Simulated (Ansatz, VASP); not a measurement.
## Os in VASP and in Ansatz

```
Os
1.0
     2.69156    0.00000    0.00000
    -1.34578    2.33096    0.00000
     0.00000    0.00000    2.46383
Os
1
Cartesian
  0.0000 0.0000 0.0000
```

Alike in both runs: functional r2SCAN; k mesh 9 × 9 × 8; occupations gaussian, width 0.1 eV; no spin polarisation.

Ansatz relaxed the structure, and its values are those at the end. VASP's run is a single point on that final structure, the one shown.

|  | VASP | Ansatz |
| --- | --- | --- |
| version | VASP 6.6.1 | Ansatz 0.2.0 |
| potentials or method | VASP PAW PBE potentials, release 64 (Os), cutoff 520 eV | scalar-relativistic, plane waves, PAW |
| valence electrons in the cell | 8 | 16 |

```tsv
	VASP	Ansatz	Ansatz less VASP
gap on the k mesh at the Fermi level (eV)	none	none	-
pressure (GPa)	0.8	0.1	-0.62
```

VASP's potentials were made for PBE, not for r2SCAN. A gap of «none» marks a metal or a gap that the smearing closes. With one functional, cell and mesh, what is left measures potentials, basis and numerics. VASP's potentials hold 8 valence electrons a cell and Ansatz's 16, so a difference there can come from the potentials and not from the codes.

Neither program's run includes spin-orbit coupling.
